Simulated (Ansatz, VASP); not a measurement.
# One calculation of Ti2B2Os, two programs

```
CELL_PARAMETERS angstrom
3.96911 0.00000 0.00000
-1.98456 3.43735 0.00000
0.00000 0.00000 4.38139
ATOMIC_POSITIONS crystal
Ti 0.33333 0.66667 0.50000
Ti 0.66667 0.33333 0.50000
B 0.33333 0.66667 0.00000
B 0.66667 0.33333 0.00000
Os 0.00000 0.00000 0.00000
```

Alike in both runs: functional PBE; k mesh 6 × 6 × 4; occupations gaussian, width 0.1 eV; no spin polarisation.

Ansatz relaxed the structure, and its values are those at the end. VASP's run is a single point on that final structure, the one shown.

|  | VASP | Ansatz |
| --- | --- | --- |
| version | VASP 6.6.1 | Ansatz 0.2.0 |
| potentials or method | VASP PAW PBE potentials, release 64 (Ti_sv, B, Os), cutoff 520 eV | scalar-relativistic, plane waves, PAW |
| valence electrons in the cell | 38 | 46 |

|  | VASP | Ansatz | Ansatz less VASP |
| --- | --- | --- | --- |
| gap on the k mesh at the Fermi level (eV) | none | none | - |
| pressure (GPa) | 0.2 | 0.0 | -0.20 |

A gap of «none» marks a metal or a gap that the smearing closes. VASP's potentials hold 38 valence electrons a cell and Ansatz's 46, so a difference there can come from the potentials and not from the codes.

Spin-orbit coupling is off throughout.
